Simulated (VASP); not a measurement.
# W2C (P-3m1) in VASP: settings compared

Aim: see how the results for W2C move with the level of theory and the settings. Levels: PBEsol, BLYP, PBE+U. Tasks: single point.

Everything below comes from runs of VASP 6.6.1. Logs are shortened: lines on timing, memory, paths and dates and some standing lists are left out, and cuts for length are marked.

**1. The cell of the first run**

The structure is trigonal, space group P-3m1 (No. 164). The conventional cell has a = 3.070 Å, b = 3.070 Å, c = 4.678 Å, α = 90.00°, β = 90.00°, γ = 120.00°. Within 2.8 Å of W (site symmetry 3m) lie 3 C at 2.13 Å. C (site symmetry -3m) has 6 W at 2.13 Å within 2.8 Å.

**2. Single point, PBEsol**

The input, INCAR:

```
SYSTEM = W2C
PREC     = Accurate       ! precision mode
ENCUT    = 600            ! plane-wave cutoff, eV
EDIFF    = 1E-6           ! SCF threshold, eV
ISMEAR   = 0              ! smearing method
SIGMA    = 0.1            ! smearing width, eV
LREAL    = .FALSE.        ! projectors in reciprocal space
LASPH    = .TRUE.         ! aspherical terms in the spheres
NELM     = 120            ! most SCF steps
ALGO     = Normal         ! electronic algorithm
ISIF     = 2              ! what is computed and relaxed
LWAVE    = .FALSE.        ! write WAVECAR
LCHARG   = .FALSE.        ! write CHGCAR
GGA      = PS             ! functional
NBANDS   = 23             ! bands
ISYM     = 0            
GGA_COMPAT= .FALSE.
```

The input, KPOINTS:

```
Automatic mesh
0
Gamma
  2 6 1
  0.5 0.5 0.5
```

The input, POSCAR:

```
W2C
1.0
    3.0700456420      0.0000000000      0.0000000000
   -1.5350228210      2.6587375167      0.0000000000
    0.0000000000      0.0000000000      4.6784280000
W C
2 1
Direct
    0.3333333333      0.6666666667      0.7463310000
    0.6666666667      0.3333333333      0.2536690000
    0.0000000000      0.0000000000      0.0000000000
```

Potentials or basis: VASP PAW PBE potentials, release 64 (W_sv, C).

Started as:

```console
> cat potpaw_PBE.64/W_sv/POTCAR potpaw_PBE.64/C/POTCAR > POTCAR
> mpirun -np 1 vasp_std > vasp.out
```

OUTCAR:

```text
SYSTEM = W2C
   PREC = Accurate
   ENCUT = 600
   EDIFF = 1E-6
   ISMEAR = 0
   LREAL = .FALSE.
   LASPH = .TRUE.
   NELM = 120
   ISIF = 2
   GGA = PS
   ISYM = 0

 ion  position               nearest neighbor table
   1  0.333  0.667  0.746-   3 2.13   3 2.13   3 2.13   2 2.91   2 2.91   2 2.91   2 2.96   2 2.96
                             2 2.96
   2  0.667  0.333  0.254-   3 2.13   3 2.13   3 2.13   1 2.91   1 2.91   1 2.91   1 2.96   1 2.96
                             1 2.96
   3  0.000  0.000  0.000-   1 2.13   2 2.13   1 2.13   2 2.13   2 2.13   1 2.13

IMPORTANT INFORMATION: All symmetrisations will be switched off!
NOSYMM: (Re-)initialisation of all symmetry stuff for point group C_1.

----------------------------------------------------------------------------------------

                                     Primitive cell

  volume of cell :      38.1874

  direct lattice vectors                    reciprocal lattice vectors
     3.070045642  0.000000000  0.000000000     0.325728056  0.188059181  0.000000000
    -1.535022821  2.658737517  0.000000000     0.000000000  0.376118362  0.000000000
     0.000000000  0.000000000  4.678428000     0.000000000  0.000000000  0.213747011

  length of vectors
     3.070045642  3.070045642  4.678428000     0.376118362  0.376118362  0.213747011

  position of ions in fractional coordinates (direct lattice)
     0.333333333  0.666666667  0.746331000
     0.666666667  0.333333333  0.253669000
     0.000000000  0.000000000  0.000000000

  ion indices of the primitive-cell ions
   primitive index   ion index
                 1           1
                 2           2
                 3           3

----------------------------------------------------------------------------------------

 KPOINTS: Automatic mesh

Automatic generation of k-mesh.
 Grid dimensions read from file:
 generate k-points for:    2    6    1

 Generating k-lattice:

  Cartesian coordinates                     Fractional coordinates (reciprocal lattice)
     0.162864028  0.094029591  0.000000000     0.500000000 -0.000000000  0.000000000
     0.000000000  0.062686394  0.000000000     0.000000000  0.166666667  0.000000000
     0.000000000  0.000000000  0.213747011     0.000000000  0.000000000  1.000000000

  Length of vectors
     0.188059181  0.062686394  0.213747011

  Shift w.r.t. Gamma in fractional coordinates (k-lattice)
     0.500000000  0.500000000  0.500000000

 -----------------------------------------------------------------------------
|                                                                             |
|           W    W    AA    RRRRR   N    N  II  N    N   GGGG   !!!           |
|           W    W   A  A   R    R  NN   N  II  NN   N  G    G  !!!           |
|           W    W  A    A  R    R  N N  N  II  N N  N  G       !!!           |
|           W WW W  AAAAAA  RRRRR   N  N N  II  N  N N  G  GGG   !            |
|           WW  WW  A    A  R   R   N   NN  II  N   NN  G    G                |
|           W    W  A    A  R    R  N    N  II  N    N   GGGG   !!!           |
|                                                                             |
|     Your reciprocal lattice and k-lattice belong to different lattice       |
|     classes:                                                                |
|                                                                             |
|        The reciprocal lattice is hexagonal,                                 |
|        whereas your k-lattice is base centered orthorhombic.                |
|                                                                             |
|     Results are often still useful ...                                      |
|                                                                             |
 -----------------------------------------------------------------------------

 WARNING: IBZKPT: internal override: KBLOWUP is changed to .FALSE.
      ... skipping the blow-up phase ...

 Subroutine IBZKPT returns following result:
 ===========================================

 Found      6 irreducible k-points:

 Following reciprocal coordinates:
            Coordinates               Weight
  0.250000  0.083333  0.500000      2.000000
 -0.250000  0.083333  0.500000      2.000000
  0.250000  0.250000  0.500000      2.000000
 -0.250000  0.250000  0.500000      2.000000
  0.250000  0.416667  0.500000      2.000000
 -0.250000  0.416667  0.500000      2.000000
   k-points           NKPTS =      6   k-points in BZ     NKDIM =      6   number of bands    NBANDS=     23
   number of dos      NEDOS =    301   number of ions     NIONS =      3
   total plane-waves  NPLWV =  31360
   dimension x,y,z NGX =    28 NGY =   28 NGZ =   40
   dimension x,y,z NGXF=    56 NGYF=   56 NGZF=   80
   ions per type =               2   1
   NGX,Y,Z   is equivalent  to a cutoff of  15.16, 15.16, 14.21 a.u.
   NGXF,Y,Z  is equivalent  to a cutoff of  30.32, 30.32, 28.43 a.u.
 SYSTEM =  W2C
   PREC   = accura    normal or accurate (medium, high low for compatibility)
   ISTART =      0    job   : 0-new  1-cont  2-samecut
   ICHARG =      2    charge: 1-file 2-atom 10-const
   ISPIN  =      1    spin polarized calculation?
   LNONCOLLINEAR =      F non collinear calculations
   LSORBIT =      F    spin-orbit coupling
   LASPH  =      T    aspherical Exc in radial PAW
   ENCUT  =  600.0 eV  44.10 Ry    6.64 a.u.   6.13  6.13  9.34*2*pi/ulx,y,z
   NELM   =    120;   NELMIN=  2; NELMDL= -5     # of ELM steps
   EDIFF  = 0.1E-05   stopping-criterion for ELM
   LREAL  =      F    real-space projection
   EDIFFG = 0.1E-04   stopping-criterion for IOM
   NSW    =      0    number of steps for IOM
   IBRION =     -1    ionic relax: 0-MD 1-quasi-New 2-CG
   NFREE  =      0    steps in history (QN), initial steepest desc. (CG)
   ISIF   =      2    stress and relaxation
   ISYM   =      0    0-nonsym 1-usesym 2-fastsym
   POTIM  = 0.5000    time-step for ionic-motion
   TEBEG  =    0.0;   TEEND  =   0.0 temperature during run
   PSTRESS=    0.0 pullay stress
   NELECT =      32.0000    total number of electrons
   NUPDOWN=      -1.0000    fix difference up-down
   EMIN   =  10.00;   EMAX   =-10.00  energy-range for DOS
   EFERMI =   0.00;   METHOD = LEGACY
   ISMEAR =     0;   SIGMA  =   0.10  broadening in eV -4-tet -1-fermi 0-gaus
   EFERMI_NEDOS =   21; number of points for ismear=-14 and -15
   IALGO  =     38    algorithm
   IMIX   =      4    mixing-type and parameters
     AMIX     =   0.40;   BMIX     =  1.00
     AMIX_MAG =   1.60;   BMIX_MAG =  1.00
  volume/ion in A,a.u.               =      12.73        85.90
  Fermi-wavevector in a.u.,A,eV,Ry     =   1.543422  2.916645 32.411147  2.382152
  Thomas-Fermi vector in A             =   2.649087
   LORBIT       =      0    0 simple, 1 ext, 2 COOP (PROOUT), +10 PAW based schemes
   GGA     = PS    functional components
   LHFCALC =     F    Hartree Fock is set to
   AEXX    =    0.0000 exact exchange contribution
   IVDW    =     0    specifies the selected vdW correction
   LEPSILON=     F    determine dielectric tensor
   LRPA    =     F    only Hartree local field effects (RPA)
 non-spin polarized calculation
 Gauss-broadening in eV      SIGMA  =   0.10
  energy-cutoff  :      600.00
  volume of cell :       38.19
 maximum number of plane-waves:      1288
 NGX is ok and might be reduce to    28
   NGX = 13   NGY = 13   NGZ = 19

 number of electron      32.0000000 magnetization

 Free energy of the ion-electron system (eV)
  ---------------------------------------------------
  ext. energy  EPLUGINS =         0.00000000
  ---------------------------------------------------
  free energy    TOTEN  =       -37.32133875 eV

  energy without entropy =      -37.32133875  energy(sigma->0) =      -37.32133875

 E-fermi :  10.8310     XC(G=0): -13.5855

 val. band max:       10.4174487951   @ k =   0.2500   0.4167   0.5000
 cond. band min:      11.2443066566   @ k =   0.2500   0.2500   0.5000
 fundamental gap:      0.8268578615
 Fermi energy:        10.8310489040

 k-point     1 :       0.2500    0.0833    0.5000
  band No.  band energies     occupation
      1     -63.3655      2.00000
      2     -63.3626      2.00000
      3     -27.9384      2.00000
      4     -27.8403      2.00000
      5     -27.5525      2.00000
      6     -27.4741      2.00000
[... 15 lines left out ...]
     22      17.4238      0.00000
     23      18.8111      0.00000

 k-point     2 :      -0.2500    0.0833    0.5000
  band No.  band energies     occupation
      1     -63.3729      2.00000
      2     -63.3692      2.00000
      3     -27.8265      2.00000
      4     -27.7855      2.00000
      5     -27.5025      2.00000
      6     -27.4563      2.00000
[... 15 lines left out ...]
     22      16.5807      0.00000
     23      18.0765      0.00000

 k-point     3 :       0.2500    0.2500    0.5000
  band No.  band energies     occupation
      1     -63.3552      2.00000
      2     -63.3538      2.00000
      3     -28.0134      2.00000
      4     -27.9153      2.00000
      5     -27.6612      2.00000
      6     -27.6058      2.00000
[... 15 lines left out ...]
     22      17.0094      0.00000
     23      18.8522      0.00000

 k-point     4 :      -0.2500    0.2500    0.5000
  band No.  band energies     occupation
      1     -63.3702      2.00000
      2     -63.3668      2.00000
      3     -27.8782      2.00000
      4     -27.7926      2.00000
      5     -27.5230      2.00000
      6     -27.4530      2.00000
[... 15 lines left out ...]
     22      17.6801      0.00000
     23      17.7410      0.00000

 k-point     5 :       0.2500    0.4167    0.5000
  band No.  band energies     occupation
      1     -63.3523      2.00000
      2     -63.3517      2.00000
      3     -28.0211      2.00000
      4     -27.9237      2.00000
      5     -27.7028      2.00000
      6     -27.6538      2.00000
[... 15 lines left out ...]
     22      17.3242      0.00000
     23      18.1431      0.00000

 k-point     6 :      -0.2500    0.4167    0.5000
  band No.  band energies     occupation
      1     -63.3601      2.00000
      2     -63.3578      2.00000
      3     -27.9838      2.00000
      4     -27.8780      2.00000
      5     -27.6036      2.00000
      6     -27.5455      2.00000
[... 15 lines left out ...]
     22      17.1559      0.00000
     23      19.5094      0.00000

------------------------ aborting loop because EDIFF is reached ----------------------------------------

  FORCE on cell =-STRESS in cart. coord.  units (eV):
  Direction    XX          YY          ZZ          XY          YZ          ZX
  --------------------------------------------------------------------------------------
  -------------------------------------------------------------------------------------
  Total       -3.6439057     -4.4671555     -0.1194124     -0.0602889     -2.5379186      0.1573710
  in kB     -152.8823916   -187.4223604     -5.0100247     -2.5294592   -106.4799967      6.6026009
  external PRESSURE =    -115.1049256 kB  Pullay stress =       0.0000000 kB

 VOLUME and BASIS-vectors are now :
 -----------------------------------------------------------------------------
  energy-cutoff  :      600.00
  volume of cell :       38.19
      direct lattice vectors                 reciprocal lattice vectors
     3.070045642  0.000000000  0.000000000     0.325728056  0.188059181  0.000000000
    -1.535022821  2.658737517  0.000000000     0.000000000  0.376118362  0.000000000
     0.000000000  0.000000000  4.678428000     0.000000000  0.000000000  0.213747011

 POSITION                                       TOTAL-FORCE (eV/Angst)
 -----------------------------------------------------------------------------------
     -0.00000      1.77249      3.49166        -0.044820     -0.234395      0.177499
      1.53502      0.88625      1.18677         0.044804      0.234401     -0.177553
      0.00000      0.00000      0.00000         0.000016     -0.000005      0.000054
 -----------------------------------------------------------------------------------
    total drift:                               -0.000006     -0.000061     -0.000004

  FREE ENERGIE OF THE ION-ELECTRON SYSTEM (eV)
  ---------------------------------------------------
  free  energy   TOTEN  =       -37.3213387518 eV

  energy  without entropy=      -37.3213387511  energy(sigma->0) =      -37.32133875
```

It took 11 s on 1 thread of Intel Xeon 6975P-C, shared host; peak memory 0.18 GiB.

Results:

```
Free energy            : -37.3213 eV
Pressure               : -11.5 GPa
Largest force          : 0.297 eV/Å
Band gap on the k mesh : 0.83 eV, indirect (least direct gap 1.00 eV)
```

Forces on the atoms (eV/Å):
```
W   -0.045 -0.234  0.177
W    0.045  0.234 -0.178
C    0.000  0.000  0.000
```

Caveat: the k points lie up to 1.34 Å⁻¹ apart; the PAW data sets were made with another functional, which shifts forces and pressure a little; spin-orbit coupling is left out, which moves the levels of the heavy elements. A k mesh can miss the band edges.

**3. Single point, BLYP**

The input, INCAR:

```
SYSTEM = W2C
PREC = Accurate
ENCUT = 600
EDIFF = 1E-6
ISMEAR = 0
SIGMA = 0.13605693122994
LREAL = .False.
LASPH = .True.
NELM = 120
ALGO = Normal
ISIF = 2
LWAVE = .False.
LCHARG = .False.
GGA = B5
ALDAX = 1.0
AGGAX = 1.0
AGGAC = 1.0
ALDAC = 0.0
NBANDS = 23
GGA_COMPAT = .False.
```

The input, KPOINTS:

```
Automatic mesh
0
Gamma
  4 4 3
  0 0 0
```

POSCAR is that of step 2.

Potentials or basis: VASP PAW PBE potentials, release 64 (W_sv, C).

Started as:

```console
> cat potpaw_PBE.64/W_sv/POTCAR potpaw_PBE.64/C/POTCAR > POTCAR
> mpirun -np 1 vasp_std > vasp.out
```

Run time: 24 s. Hardware: 1 thread of Intel Xeon 6975P-C, shared host; peak memory 0.18 GiB.

Results (log left out):

```
Free energy            : -30.6050 eV
Pressure               : 12.9 GPa
Largest force          : 0.559 eV/Å
Band gap on the k mesh : zero (band 16 reaches 13.38 eV, above the bottom of band 17 at 10.97 eV)
```

Forces in eV/Å, atoms in the order of the input:
```
W    0.000  0.000 -0.559
W    0.000  0.000  0.559
C    0.000  0.000  0.000
```

Stress tensor (GPa, compression positive):
```
16.28  0.00  0.00
 0.00 16.28  0.00
 0.00  0.00  6.29
```

Levels at points of the mesh, in eV from the Fermi level:
```
           k point  band 14  band 15  band 16  band 17  band 18  band 19
(0.00, 0.00, 0.00)    -1.51    -1.42    -1.42    -1.13    -1.13     0.45
(0.50, 0.00, 0.00)    -3.35    -1.77     1.27     2.16     2.46     2.92
```

Caveat: the k points lie up to 0.59 Å⁻¹ apart; the PAW data sets were made with another functional, which shifts forces and pressure a little; spin-orbit coupling is left out, which moves the levels of the heavy elements.

**4. Single point, PBE+U**

The input, INCAR:

```
SYSTEM = W2C
  PREC = Accurate
  ENCUT = 600
  EDIFF = 1E-6
  ISMEAR = -1
  SIGMA = 0.025851999786435532
  LREAL = .FALSE.
  LASPH = .TRUE.
  NELM = 200
  ALGO = Normal
  ISIF = 2
  LWAVE = .FALSE.
  LCHARG = .TRUE.
  LMAXMIX = 4
  LDAU = .TRUE.
  LDAUTYPE = 1
  LDAUL = 2 -1
  LDAUU = 6.3 0
  LDAUJ = 0.63 0
  LDAUPRINT = 1
  GGA = PE
  LELF = .TRUE.
  LVHAR = .TRUE.
  NBANDS = 23
  NELECT = 31.9
  GGA_COMPAT = .FALSE.
```

The input, KPOINTS:

```
Automatic mesh
0
G
  3 3 2
  0 0 0
```

POSCAR is that of step 3.

Started as:

```console
> cat potpaw_PBE.64/W_sv/POTCAR potpaw_PBE.64/C/POTCAR > POTCAR
> mpirun -np 1 vasp_std > vasp.out
```

Run time: 14 s. Hardware: 1 thread of Intel Xeon 6975P-C, shared host; peak memory 0.18 GiB.

Results (log left out):

| Quantity | Value |
| --- | --- |
| Free energy | -23.2334 eV |
| Largest force | 0.142 eV/Å |

Forces in eV/Å, atoms in the order of the input:
```
W    0.000  0.000 -0.142
W    0.000  0.000  0.142
C    0.000  0.000  0.000
```

Levels at points of the mesh, in eV from the Fermi level:
```csv
k point,band 14,band 15,band 16,band 17,band 18,band 19
"(0.00, 0.00, 0.00)",-1.17,-1.17,-0.85,-0.85,-0.85,0.85
"(0.00, 0.00, 0.50)",-2.65,-1.90,-1.90,1.02,1.02,1.98
```

Eigenvalues of the final occupation matrices:
| site | spin | trace | eigenvalues |
| --- | --- | --- | --- |
| site 1 d | 1 | 1.64 | 0.25 0.30 0.30 0.40 0.40 |
| site 1 d | 2 | 1.64 | 0.25 0.30 0.30 0.40 0.40 |
| site 2 d | 1 | 1.64 | 0.25 0.30 0.30 0.40 0.40 |
| site 2 d | 2 | 1.64 | 0.25 0.30 0.30 0.40 0.40 |

Caveat: the k points lie up to 0.79 Å⁻¹ apart; the cell carries a net charge on a neutralising background, which shifts energy and pressure; the cell is charged against a uniform background, so pressure and absolute levels hang on convention; spin-orbit coupling is left out, which moves the levels of the heavy elements; U without spin polarisation on a metal has little footing; the U is typed as a test and isn't derived for this compound.
